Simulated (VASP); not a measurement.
Runs of VASP 6.6.1 on W. The structure is that of space group Cmmm (No. 65), or close to it. The cells are those of the table. 

| cell | k mesh | dipole correction | gap on the mesh (eV) | largest force (eV/Å) |
| --- | --- | --- | --- | --- |
| a = 2.757, b = 2.757, c = 14.004 Å, angles 90.0, 90.0, 109.5°, 5 atoms | 13 × 13 × 1 | no | none | (a) |
| a = 2.757, b = 2.757, c = 17.004 Å, angles 90.0, 90.0, 109.5°, 5 atoms | 13 × 13 × 1 | no | none | 0.65 |
| a = 2.757, b = 2.757, c = 24.004 Å, angles 90.0, 90.0, 109.5°, 5 atoms | 13 × 13 × 1 | yes | none | 0.65 |
| a = 2.757, b = 2.757, c = 24.004 Å, angles 90.0, 90.0, 109.5°, 5 atoms | 1 × 1 × 1 | yes | 0.15 | 6.05 |

Alike in all rows: task single point; level PBE; potentials or basis VASP PAW PBE potentials, release 64 (W_sv); no spin polarisation; cutoff (eV) 520; smearing gaussian 0.1 eV.

Question: Fill in the values left out.

Answer: (a) 0.67.

Caveats: some runs use coarse meshes; spin-orbit coupling is left out, which moves the levels of the heavy elements.

A k mesh can miss the band edges, and the runs leave out spin-orbit coupling on W.

A gap of «none» marks levels without a gap at the run's occupations.
